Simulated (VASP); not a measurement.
# S (Im-3m) in VASP: relaxation of cell and atoms with PBE

Aim: the relaxation of cell and atoms of S with PBE.

All numbers are computed with VASP 6.6.1; they aren't measurements. Logs are shortened: lines on timing, memory, paths and dates and some standing lists are left out, and cuts for length are marked.

**1. The cell of the first run**

It takes space group Im-3m (No. 229, cubic). The conventional cell has a = 2.812 Å, b = 2.812 Å, c = 2.812 Å, α = 90.00°, β = 90.00°, γ = 90.00°. S (site symmetry m-3m) has 14 S at 2.44 to 2.81 Å within 3.2 Å.

This isn't the form of S at room conditions, which is orthorhombic, of S8 rings.

**2. Relaxation of cell and atoms, PBE**

Contents of INCAR:

```
SYSTEM = S
PREC = Accurate
ENCUT = 600
EDIFF = 1E-7
ISMEAR = -1
SIGMA = 0.03
LREAL = .FALSE.
LASPH = .TRUE.
NELM = 60
ALGO = Normal
ISIF = 3
LWAVE = .FALSE.
LCHARG = .FALSE.
GGA = PE
IBRION = 2
NSW = 100
EDIFFG = -0.005
```

Contents of KPOINTS:

```
Automatic mesh
0
G
  20 20 20
  0 0 0
```

Contents of POSCAR:

```
S
1.0
   -1.4062500000      1.4062500000      1.4062500000
    1.4062500000     -1.4062500000      1.4062500000
    1.4062500000      1.4062500000     -1.4062500000
S
1
Direct
    0.0000000000      0.0000000000      0.0000000000
```

Potentials or basis: VASP PAW PBE potentials, release 64 (S).

The run is started by

```bash
$ cat potpaw_PBE.64/S/POTCAR > POTCAR
$ mpirun -np 1 vasp_std > vasp.out
```

OUTCAR:

```text
SYSTEM = S
   PREC = Accurate
   ENCUT = 600
   EDIFF = 1E-7
   ISMEAR = -1
   LREAL = .FALSE.
   LASPH = .TRUE.
   NELM = 60
   ISIF = 3
   GGA = PE
   IBRION = 2
   NSW = 100
   EDIFFG = -0.005

 ion  position               nearest neighbor table
   1  0.000  0.000  0.000-

  LATTYP: Found a body centered cubic cell.
 ALAT       =     2.8125000000

  Lattice vectors:

 A1 = (  -1.4062500000,   1.4062500000,   1.4062500000)
 A2 = (   1.4062500000,  -1.4062500000,   1.4062500000)
 A3 = (   1.4062500000,   1.4062500000,  -1.4062500000)

Analysis of symmetry for initial positions (statically):
=====================================================================
 Subroutine PRICEL returns:
 Original cell was already a primitive cell.

 Routine SETGRP: Setting up the symmetry group for a
 body centered cubic supercell.

 Subroutine GETGRP returns: Found 48 space group operations
 (whereof 48 operations were pure point group operations)
 out of a pool of 48 trial point group operations.

The static configuration has the point symmetry O_h .

Analysis of symmetry for dynamics (positions and initial velocities):
=====================================================================
 Subroutine PRICEL returns:
 Original cell was already a primitive cell.

 Routine SETGRP: Setting up the symmetry group for a
 body centered cubic supercell.

 Subroutine GETGRP returns: Found 48 space group operations
 (whereof 48 operations were pure point group operations)
 out of a pool of 48 trial point group operations.

The dynamic configuration has the point symmetry O_h .

 Subroutine INISYM returns: Found 48 space group operations
 (whereof 48 operations are pure point group operations),
 and found     1 'primitive' translations

----------------------------------------------------------------------------------------

                                     Primitive cell

  volume of cell :      11.1237

  direct lattice vectors                    reciprocal lattice vectors
    -1.406250000  1.406250000  1.406250000     0.000000000  0.355555556  0.355555556
     1.406250000 -1.406250000  1.406250000     0.355555556  0.000000000  0.355555556
     1.406250000  1.406250000 -1.406250000     0.355555556  0.355555556  0.000000000

  length of vectors
     2.435696448  2.435696448  2.435696448     0.502831489  0.502831489  0.502831489

  position of ions in fractional coordinates (direct lattice)
     0.000000000  0.000000000  0.000000000

[... 58 lines left out ...]
   number of dos      NEDOS =    301   number of ions     NIONS =      1
   total plane-waves  NPLWV =   8000
   dimension x,y,z NGX =    20 NGY =   20 NGZ =   20
   dimension x,y,z NGXF=    40 NGYF=   40 NGZF=   40
   ions per type =               1
   NGX,Y,Z   is equivalent  to a cutoff of  13.65, 13.65, 13.65 a.u.
   NGXF,Y,Z  is equivalent  to a cutoff of  27.30, 27.30, 27.30 a.u.
 SYSTEM =  S
   PREC   = accura    normal or accurate (medium, high low for compatibility)
   ISTART =      0    job   : 0-new  1-cont  2-samecut
   ICHARG =      2    charge: 1-file 2-atom 10-const
   ISPIN  =      1    spin polarized calculation?
   LNONCOLLINEAR =      F non collinear calculations
   LSORBIT =      F    spin-orbit coupling
   LASPH  =      T    aspherical Exc in radial PAW
   ENCUT  =  600.0 eV  44.10 Ry    6.64 a.u.   4.86  4.86  4.86*2*pi/ulx,y,z
   NELM   =     60;   NELMIN=  2; NELMDL= -5     # of ELM steps
   EDIFF  = 0.1E-06   stopping-criterion for ELM
   LREAL  =      F    real-space projection
   EDIFFG = -.5E-02   stopping-criterion for IOM
   NSW    =    100    number of steps for IOM
   IBRION =      2    ionic relax: 0-MD 1-quasi-New 2-CG
   NFREE  =      1    steps in history (QN), initial steepest desc. (CG)
   ISIF   =      3    stress and relaxation
   ISYM   =      2    0-nonsym 1-usesym 2-fastsym
   POTIM  = 0.5000    time-step for ionic-motion
   TEBEG  =    0.0;   TEEND  =   0.0 temperature during run
   PSTRESS=    0.0 pullay stress
   NELECT =       6.0000    total number of electrons
   NUPDOWN=      -1.0000    fix difference up-down
   EMIN   =  10.00;   EMAX   =-10.00  energy-range for DOS
   EFERMI =   0.00;   METHOD = LEGACY
   ISMEAR =    -1;   SIGMA  =   0.03  broadening in eV -4-tet -1-fermi 0-gaus
   EFERMI_NEDOS =   21; number of points for ismear=-14 and -15
   IALGO  =     38    algorithm
   IMIX   =      4    mixing-type and parameters
     AMIX     =   0.40;   BMIX     =  1.00
     AMIX_MAG =   1.60;   BMIX_MAG =  1.00
  volume/ion in A,a.u.               =      11.12        75.07
  Fermi-wavevector in a.u.,A,eV,Ry     =   1.332629  2.518304 24.162601  1.775901
  Thomas-Fermi vector in A             =   2.461550
   LORBIT       =      0    0 simple, 1 ext, 2 COOP (PROOUT), +10 PAW based schemes
   GGA     = PE    functional components
   LHFCALC =     F    Hartree Fock is set to
   AEXX    =    0.0000 exact exchange contribution
   IVDW    =     0    specifies the selected vdW correction
   LEPSILON=     F    determine dielectric tensor
   LRPA    =     F    only Hartree local field effects (RPA)
 conjugate gradient relaxation of ions
 non-spin polarized calculation
  energy-cutoff  :      600.00
  volume of cell :       11.12
 maximum number of plane-waves:       384
   NGX =  9   NGY =  9   NGZ =  9

--------------------------------------- Ionic step        1  -------------------------------------------

 number of electron       6.0000000 magnetization

 Free energy of the ion-electron system (eV)
  ---------------------------------------------------
  ext. energy  EPLUGINS =         0.00000000
  ---------------------------------------------------
  free energy    TOTEN  =        -2.36822761 eV

  energy without entropy =       -2.36635443  energy(sigma->0) =       -2.36729102

 E-fermi :  13.7283     XC(G=0): -12.9028

 val. band max:       13.7144395026   @ k =   0.1500   0.1500   0.1000
 cond. band min:      13.7388555187   @ k =  -0.4500   0.4500   0.0500
 fundamental gap:      0.0244160161
 Fermi energy:        13.7282519317

 k-point     1 :       0.0000    0.0000    0.0000
  band No.  band energies     occupation
      1      -7.5760      2.00000
      2      19.0722      0.00000
      3      19.0722      0.00000
      4      19.0722      0.00000
      5      26.0412      0.00000
      6      26.0412      0.00000
      7      26.0412      0.00000
[... 369 lines left out ...]
--------------------------------------- Ionic step        5  -------------------------------------------

 number of electron       5.9999998 magnetization

 Free energy of the ion-electron system (eV)
  ---------------------------------------------------
  ext. energy  EPLUGINS =         0.00000000
  ---------------------------------------------------
  free energy    TOTEN  =        -2.99972800 eV

  energy without entropy =       -2.99747196  energy(sigma->0) =       -2.99859998

 E-fermi :   7.6253     XC(G=0): -11.1841

 val. band max:        7.6060917927   @ k =  -0.1500   0.2000   0.0500
 cond. band min:       7.6338550217   @ k =   0.1500   0.0500   0.0000
 fundamental gap:      0.0277632291
 Fermi energy:         7.6253356539

 k-point     1 :       0.0000    0.0000    0.0000
  band No.  band energies     occupation
      1      -9.2279      2.00000
      2      10.7512      0.00000
      3      10.7512      0.00000
      4      10.7512      0.00000
      5      19.9236      0.00000
      6      19.9236      0.00000
      7      19.9236      0.00000
[... 258 lines left out ...]
  FREE ENERGIE OF THE ION-ELECTRON SYSTEM (eV)
  ---------------------------------------------------
  free  energy   TOTEN  =        -2.9997279971 eV

  energy  without entropy=       -2.9974719571  energy(sigma->0) =       -2.99859998

 reached required accuracy - stopping structural energy minimisation
```

OSZICAR:

```text
N       E                     dE             d eps       ncg     rms          rms(c)
DAV:   1     0.999898351169E+01    0.99990E+01   -0.35984E+03  3689   0.849E+02
DAV:   2    -0.223968142092E+01   -0.12239E+02   -0.11549E+02  5348   0.890E+01
[... 42 lines left out ...]
DAV:   1    -0.299980302633E+01   -0.92887E-04   -0.23616E-03  3584   0.340E-01    0.622E-02
DAV:   2    -0.299974583027E+01    0.57196E-04   -0.66388E-05  4494   0.671E-02    0.323E-02
DAV:   3    -0.299972685759E+01    0.18973E-04   -0.57746E-05  3654   0.491E-02    0.119E-02
DAV:   4    -0.299972756496E+01   -0.70736E-06   -0.26251E-07  5215   0.498E-03    0.471E-03
DAV:   5    -0.299972795757E+01   -0.39261E-06   -0.17689E-08  1946   0.112E-03    0.784E-04
DAV:   6    -0.299972799705E+01   -0.39484E-07   -0.12586E-09  1918   0.371E-04
   5 F= -.29997280E+01 E0= -.29986000E+01  d E =-.178792E-04
```

It took 38 s on 1 thread of Intel Xeon Platinum 8488C (Sapphire Rapids), shared host; peak memory 0.13 GiB.

What came out:

| Item | Value |
| --- | --- |
| Free energy | -2.9997 eV |
| Relaxed volume | 15.76 Å³/atom |
| Relaxed cell | a = 2.736 Å, b = 2.736 Å, c = 2.736 Å, α = 109.47°, β = 109.47°, γ = 109.47° |
| Space group after relaxing (to 0.1 Å) | Im-3m (No. 229) |
| Energy gained by relaxing | 631.5 meV/atom |
| Ionic steps | 5 |
| Pressure after relaxing | 0.0 GPa |
| Band gap on the k mesh | zero (bands 3 and 4 overlap by 7.33 eV) |

The path:
| step | energy change (eV) | largest force (eV/Å) | pressure (GPa) | volume (Å³) |
| --- | --- | --- | --- | --- |
| 1 | 0.0000 | 0.0000 | 57.96 | 11.12 |
| 2 | -0.5101 | 0.0000 | -10.33 | 18.94 |
| 3 | -0.6314 | 0.0000 | 0.38 | 15.70 |
| 4 | -0.6315 | 0.0000 | -0.17 | 15.80 |
| 5 | -0.6315 | 0.0000 | 0.02 | 15.76 |

Final structure:
```
CELL_PARAMETERS angstrom
-1.57948 1.57948 1.57948
1.57948 -1.57948 1.57948
1.57948 1.57948 -1.57948
ATOMIC_POSITIONS crystal
S 0.00000 0.00000 0.00000
```

Caveat: the volume moved by over 15 % at a fixed basis, so the end points are rough.
